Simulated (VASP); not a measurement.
Sn3Te:

```xyz
4
Lattice="4.8330 0.0000 0.0000 0.0000 4.8330 0.0000 0.0000 0.0000 4.8330" Properties=species:S:1:pos:R:3 pbc="T T T"
Te    0.0000    0.0000    0.0000
Sn    0.0000    2.4165    2.4165
Sn    2.4165    0.0000    2.4165
Sn    2.4165    2.4165    0.0000
```

Base run:

- Program: VASP 6.6.1
- Functional: r2SCAN
- Potentials or basis: VASP PAW PBE potentials, release 64 (Te, Sn_d)
- Cutoff: 520 eV
- k mesh: 6 × 6 × 6
- Occupations: fermi-dirac, width 0.05 eV
- Spin: no spin polarisation

Its results: band gap on the k mesh zero (band 24 reaches 10.89 eV, above the bottom of band 25 at 7.54 eV); pressure 0.6 GPa.

Question: The run is repeated on the same cell with these changes: functional from r2SCAN to LDA; potentials or basis from VASP PAW PBE potentials, release 64 (Te, Sn_d) to VASP PAW LDA potentials, release 64 (Te, Sn_d). What comes out?

Answer: Band gap on the k mesh zero (band 24 reaches 10.51 eV, above the bottom of band 25 at 7.26 eV); pressure -2.7 GPa.

Caveats: spin-orbit coupling is left out, which moves the levels of the heavy elements; the PAW data sets were made with another functional, which shifts forces and pressure a little (some runs).
